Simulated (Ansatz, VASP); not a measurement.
## Au: VASP beside Ansatz

```
Au
1.0
     2.82305    0.00000    0.00000
    -1.41153    2.44483    0.00000
     0.00000    0.00000   10.59432
Au
4
Direct
  0.33333 0.66667 0.38098
  0.66667 0.33333 0.88098
  0.66667 0.33333 0.61902
  0.33333 0.66667 0.11902
```

Alike in both runs: functional r2SCAN; k mesh 18 × 18 × 6; occupations gaussian, width 0.1 eV; no spin polarisation.

Ansatz relaxed the structure, and its values are those at the end. VASP's run is a single point on that final structure, the one shown.

|  | VASP | Ansatz |
| --- | --- | --- |
| version | VASP 6.6.1 | Ansatz 0.2.0 |
| potentials or method | VASP PAW PBE potentials, release 64 (Au), cutoff 520 eV | scalar-relativistic, plane waves, PAW |
| valence electrons in the cell | 44 | 76 |

Ansatz gave:

| Property | Result |
| --- | --- |
| gap on the k mesh at the Fermi level (eV) | none |
| pressure (GPa) | 0.0 |

Q: Which values does VASP return?

A: gap on the k mesh at the Fermi level (eV): none; pressure (GPa): 0.3.

VASP's potentials were made for PBE, not for r2SCAN. A gap of «none» marks a metal or a gap that the smearing closes. VASP's potentials hold 44 valence electrons a cell and Ansatz's 76, so a difference there can come from the potentials and not from the codes.

Neither program's run includes spin-orbit coupling.
